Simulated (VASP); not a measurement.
# RbH2 (a cell with a defect) in VASP: single point with r2SCAN

Aim: the single point of RbH2 (a cell with a defect) with r2SCAN.

Program: VASP 6.6.1. These are calculated values, not measurements. Logs are shortened: lines on timing, memory, paths and dates and some standing lists are left out, and cuts for length are marked.

## 1. The cell of the first run

The cell holds a defect, 3 atoms: a = 4.320 Å, b = 4.291 Å, c = 6.132 Å, α = 91.42°, β = 89.82°, γ = 88.10°.

## 2. Single point, r2SCAN

Contents of POSCAR:

```
RbH2
1.0
   -3.0035050000      0.0070580000      3.1044500000
    2.9827760000     -0.0536060000      3.0837210000
   -0.0606640000      6.1315590000     -0.0465480000
Rb H
1 2
Direct
    0.9676530000      0.9857760000      0.9993670000
    0.9739410000      0.9979830000      0.4698130000
    0.4361670000      0.4950080000      0.9924330000
```

Contents of INCAR.step1:

```
SYSTEM = RbH2
PREC = Accurate
ENCUT = 520
ISMEAR = -1
SIGMA = 0.1
LREAL = .False.
LASPH = .True.
NELM = 60
NBANDS = 12
GGA = PE
ALGO = Normal
EDIFF = 1E-4
LWAVE = .True.
LCHARG = .False.
```

Contents of INCAR.step2:

```
SYSTEM = RbH2
PREC = Accurate
ENCUT = 520
EDIFF = 1E-6
ISMEAR = -1
SIGMA = 0.1
LREAL = .False.
LASPH = .True.
NELM = 60
ALGO = Normal
ISIF = 2
LWAVE = .False.
LCHARG = .False.
METAGGA = R2SCAN
LMIXTAU = .True.
NBANDS = 12
ISTART = 1
```

Contents of KPOINTS:

```
Automatic mesh
0
Gamma
  4 4 3
  0.5 0.5 0.5
```

Potentials or basis: VASP PAW PBE potentials, release 64 (Rb_sv, H).

Started as:

```
cat potpaw_PBE.64/Rb_sv/POTCAR potpaw_PBE.64/H/POTCAR > POTCAR
cp INCAR.step1 INCAR
mpirun -np 1 vasp_std > vasp.out
cp INCAR.step2 INCAR
mpirun -np 1 vasp_std > vasp.out
```

OUTCAR:

```text
SYSTEM = RbH2
   PREC = Accurate
   ENCUT = 520
   EDIFF = 1E-6
   ISMEAR = -1
   LREAL = .False.
   LASPH = .True.
   NELM = 60
   ISIF = 2
   METAGGA = R2SCAN
   ISTART = 1

 ion  position               nearest neighbor table
   1  0.968  0.986  0.999-   3 2.87   2 2.88   3 3.03   3 3.12   3 3.17   2 3.25
   2  0.974  0.998  0.470-   1 2.88   1 3.25
   3  0.436  0.495  0.992-   1 2.87   1 3.03   1 3.12   1 3.17

  LATTYP: Found a triclinic cell.
 ALAT       =     5.9866242594
 B/A-ratio  =     0.7166960359
 C/A-ratio  =     1.2547124837
 COS(alpha) =     0.0012125777
 COS(beta)  =     0.4175982021
 COS(gamma) =     0.6927883389

  Lattice vectors:

 A1 = (   5.9862810000,  -0.0606640000,  -0.0207290000)
 A2 = (   2.9827760000,  -0.0536060000,   3.0837210000)
 A3 = (   3.0641690000,  -6.1386170000,  -3.0579020000)

Analysis of symmetry for initial positions (statically):
=====================================================================
 Subroutine PRICEL returns:
 Original cell was already a primitive cell.

 Routine SETGRP: Setting up the symmetry group for a
 triclinic supercell.

 Subroutine GETGRP returns: Found  1 space group operations
 (whereof  1 operations were pure point group operations)
 out of a pool of  2 trial point group operations.

The static configuration has the point symmetry C_1 .

Analysis of symmetry for dynamics (positions and initial velocities):
=====================================================================
 Subroutine PRICEL returns:
 Original cell was already a primitive cell.

 Routine SETGRP: Setting up the symmetry group for a
 triclinic supercell.

 Subroutine GETGRP returns: Found  1 space group operations
 (whereof  1 operations were pure point group operations)
 out of a pool of  2 trial point group operations.

The dynamic configuration has the point symmetry C_1 .

 Subroutine INISYM returns: Found  1 space group operations
 (whereof  1 operations are pure point group operations),
 and found     1 'primitive' translations

----------------------------------------------------------------------------------------

                                     Primitive cell

  volume of cell :     113.5499

  direct lattice vectors                    reciprocal lattice vectors
    -3.003505000  0.007058000  3.104450000    -0.166495294 -0.000424735  0.161037720
     2.982776000 -0.053606000  3.083721000     0.167639504  0.002889792  0.162181930
    -0.060664000  6.131559000 -0.046548000     0.001657263  0.163116413  0.001232528

  length of vectors
     4.319571958  4.290589875  6.132035764     0.231633354  0.233268799  0.163129488

  position of ions in fractional coordinates (direct lattice)
     0.967653000  0.985776000  0.999367000
     0.973941000  0.997983000  0.469813000
     0.436167000  0.495008000  0.992433000

  ion indices of the primitive-cell ions
   primitive index   ion index
                 1           1
                 2           2
                 3           3

----------------------------------------------------------------------------------------

 KPOINTS: Automatic mesh

Automatic generation of k-mesh.
 Grid dimensions read from file:
 generate k-points for:    4    4    3

 Generating k-lattice:

  Cartesian coordinates                     Fractional coordinates (reciprocal lattice)
    -0.041623824 -0.000106184  0.040259430     0.250000000 -0.000000000  0.000000000
     0.041909876  0.000722448  0.040545482     0.000000000  0.250000000  0.000000000
     0.000552421  0.054372138  0.000410843     0.000000000 -0.000000000  0.333333333

  Length of vectors
     0.057908338  0.058317200  0.054376496

  Shift w.r.t. Gamma in fractional coordinates (k-lattice)
     0.500000000  0.500000000  0.500000000

 Subroutine IBZKPT returns following result:
 ===========================================

 Found     24 irreducible k-points:

 Following reciprocal coordinates:
            Coordinates               Weight
  0.125000  0.125000  0.166667      2.000000
  0.375000  0.125000  0.166667      2.000000
 -0.375000  0.125000  0.166667      2.000000
 -0.125000  0.125000  0.166667      2.000000
  0.125000  0.375000  0.166667      2.000000
  0.375000  0.375000  0.166667      2.000000
[... 16 lines left out ...]
 -0.375000  0.375000  0.500000      2.000000
 -0.125000  0.375000  0.500000      2.000000
   k-points           NKPTS =     24   k-points in BZ     NKDIM =     24   number of bands    NBANDS=     12
   number of dos      NEDOS =    301   number of ions     NIONS =      3
   total plane-waves  NPLWV =  49152
   dimension x,y,z NGX =    32 NGY =   32 NGZ =   48
   dimension x,y,z NGXF=    64 NGYF=   64 NGZF=   96
   ions per type =               1   2
   NGX,Y,Z   is equivalent  to a cutoff of  12.32, 12.40, 13.01 a.u.
   NGXF,Y,Z  is equivalent  to a cutoff of  24.63, 24.80, 26.03 a.u.
 SYSTEM =  RbH2
   PREC   = accura    normal or accurate (medium, high low for compatibility)
   ISTART =      1    job   : 0-new  1-cont  2-samecut
   ICHARG =      0    charge: 1-file 2-atom 10-const
   ISPIN  =      1    spin polarized calculation?
   LNONCOLLINEAR =      F non collinear calculations
   LSORBIT =      F    spin-orbit coupling
   LASPH  =      T    aspherical Exc in radial PAW
   ENCUT  =  520.0 eV  38.22 Ry    6.18 a.u.   8.03  7.98 11.40*2*pi/ulx,y,z
   NELM   =     60;   NELMIN=  2; NELMDL=  0     # of ELM steps
   EDIFF  = 0.1E-05   stopping-criterion for ELM
   LREAL  =      F    real-space projection
   EDIFFG = 0.1E-04   stopping-criterion for IOM
   NSW    =      0    number of steps for IOM
   IBRION =     -1    ionic relax: 0-MD 1-quasi-New 2-CG
   NFREE  =      0    steps in history (QN), initial steepest desc. (CG)
   ISIF   =      2    stress and relaxation
   ISYM   =      2    0-nonsym 1-usesym 2-fastsym
   POTIM  = 0.5000    time-step for ionic-motion
   TEBEG  =    0.0;   TEEND  =   0.0 temperature during run
   PSTRESS=    0.0 pullay stress
   NELECT =      11.0000    total number of electrons
   NUPDOWN=      -1.0000    fix difference up-down
   EMIN   =  10.00;   EMAX   =-10.00  energy-range for DOS
   EFERMI =   0.00;   METHOD = LEGACY
   ISMEAR =    -1;   SIGMA  =   0.10  broadening in eV -4-tet -1-fermi 0-gaus
   EFERMI_NEDOS =   21; number of points for ismear=-14 and -15
   IALGO  =     38    algorithm
   IMIX   =      4    mixing-type and parameters
     AMIX     =   0.40;   BMIX     =  1.00
     AMIX_MAG =   1.60;   BMIX_MAG =  1.00
  volume/ion in A,a.u.               =      37.85       255.42
  Fermi-wavevector in a.u.,A,eV,Ry     =   0.751871  1.420831  7.691515  0.565310
  Thomas-Fermi vector in A             =   1.848952
   LORBIT       =      0    0 simple, 1 ext, 2 COOP (PROOUT), +10 PAW based schemes
   METAGGA = R2SCAN    functional components
   LHFCALC =     F    Hartree Fock is set to
   AEXX    =    0.0000 exact exchange contribution
   IVDW    =     0    specifies the selected vdW correction
   LEPSILON=     F    determine dielectric tensor
   LRPA    =     F    only Hartree local field effects (RPA)
 non-spin polarized calculation
  energy-cutoff  :      520.00
  volume of cell :      113.55
 maximum number of plane-waves:      3081
   NGX = 17   NGY = 15   NGZ = 23

 number of electron      11.0000000 magnetization

 Free energy of the ion-electron system (eV)
  ---------------------------------------------------
  ext. energy  EPLUGINS =         0.00000000
  ---------------------------------------------------
  free energy    TOTEN  =       -18.23162121 eV

  energy without entropy =      -18.06950340  energy(sigma->0) =      -18.15056231

 E-fermi :  -3.7981     XC(G=0):  -5.3179

 val. band max:       -3.7997026085   @ k =  -0.3750   0.1250   0.1667
 cond. band min:      -3.7929370682   @ k =  -0.1250  -0.3750   0.1667
 fundamental gap:      0.0067655403
 Fermi energy:        -3.7981182996

 k-point     1 :       0.1250    0.1250    0.1667
  band No.  band energies     occupation
      1     -30.4370      2.00000
      2     -13.9723      2.00000
      3     -13.9274      2.00000
      4     -13.9049      2.00000
      5      -4.6863      1.99972
      6      -3.9275      1.56955
      7       2.5320      0.00000
      8       2.9115      0.00000
      9       3.2957      0.00000
     10       4.6757      0.00000
     11       4.9947      0.00000
     12       5.9067      0.00000

 k-point     2 :       0.3750    0.1250    0.1667
  band No.  band energies     occupation
      1     -30.4294      2.00000
      2     -14.0798      2.00000
      3     -13.9562      2.00000
      4     -13.8957      2.00000
      5      -4.1735      1.95421
      6      -3.8080      1.04922
      7       1.8248      0.00000
      8       2.0865      0.00000
      9       3.5342      0.00000
     10       4.5218      0.00000
     11       4.7042      0.00000
     12       5.6344      0.00000

 k-point     3 :      -0.3750    0.1250    0.1667
  band No.  band energies     occupation
      1     -30.4293      2.00000
      2     -14.0809      2.00000
      3     -13.9561      2.00000
      4     -13.8983      2.00000
      5      -4.1423      1.93799
      6      -3.7997      1.00792
      7       1.8267      0.00000
      8       2.0736      0.00000
      9       3.5086      0.00000
     10       4.4817      0.00000
     11       4.6443      0.00000
     12       5.5782      0.00000
[... 286 lines left out ...]
 k-point    23 :      -0.3750    0.3750    0.5000
  band No.  band energies     occupation
      1     -30.4213      2.00000
      2     -14.0564      2.00000
      3     -14.0400      2.00000
      4     -13.9511      2.00000
      5      -4.0056      1.77679
      6      -3.6342      0.32525
      7       2.0765      0.00000
      8       2.6342      0.00000
      9       2.9977      0.00000
     10       3.5589      0.00000
     11       4.5687      0.00000
     12       5.2863      0.00000

 k-point    24 :      -0.1250    0.3750    0.5000
  band No.  band energies     occupation
      1     -30.4286      2.00000
      2     -14.0877      2.00000
      3     -13.9667      2.00000
      4     -13.8990      2.00000
      5      -3.9045      1.48683
      6      -3.8097      1.05778
      7       1.4130      0.00000
      8       1.7220      0.00000
      9       3.7847      0.00000
     10       4.2172      0.00000
     11       4.4550      0.00000
     12       5.9791      0.00000

------------------------ aborting loop because EDIFF is reached ----------------------------------------

  FORCE on cell =-STRESS in cart. coord.  units (eV):
  Direction    XX          YY          ZZ          XY          YZ          ZX
  --------------------------------------------------------------------------------------
  -------------------------------------------------------------------------------------
  Total       -0.4625266     -0.8300344     -0.6087763     -0.0159543     -0.0032988      0.0191983
  in kB       -6.5262032    -11.7117011     -8.5897711     -0.2251141     -0.0465456      0.2708866
  external PRESSURE =      -8.9425585 kB  Pullay stress =       0.0000000 kB

 VOLUME and BASIS-vectors are now :
 -----------------------------------------------------------------------------
  energy-cutoff  :      520.00
  volume of cell :      113.55
      direct lattice vectors                 reciprocal lattice vectors
    -3.003505000  0.007058000  3.104450000    -0.166495294 -0.000424735  0.161037720
     2.982776000 -0.053606000  3.083721000     0.167639504  0.002889792  0.162181930
    -0.060664000  6.131559000 -0.046548000     0.001657263  0.163116413  0.001232528

 POSITION                                       TOTAL-FORCE (eV/Angst)
 -----------------------------------------------------------------------------------
     -0.02663      6.08166      5.99737         0.083344     -0.078942     -0.024607
      0.02302      2.83406      6.07918        -0.004886      0.071720      0.001014
      0.10626      6.06170      2.83433        -0.078459      0.007222      0.023594
 -----------------------------------------------------------------------------------
    total drift:                               -0.000100     -0.000203      0.000054

  FREE ENERGIE OF THE ION-ELECTRON SYSTEM (eV)
  ---------------------------------------------------
  free  energy   TOTEN  =       -18.2316212095 eV

  energy  without entropy=      -18.0695034037  energy(sigma->0) =      -18.15056231
```

Run time: 84 s. Hardware: 1 thread of Intel Xeon 6975P-C, shared host; peak memory 0.23 GiB.

Results:

| Item | Value |
| --- | --- |
| Free energy | -18.2316 eV |
| Pressure | -0.9 GPa |
| Largest force | 0.117 eV/Å |

Forces on the atoms (eV/Å):
```
Rb   0.083 -0.079 -0.025
H   -0.005  0.072  0.001
H   -0.078  0.007  0.024
```

Caveat: the k points lie up to 0.37 Å⁻¹ apart; the PAW data sets were made with another functional, which shifts forces and pressure a little.
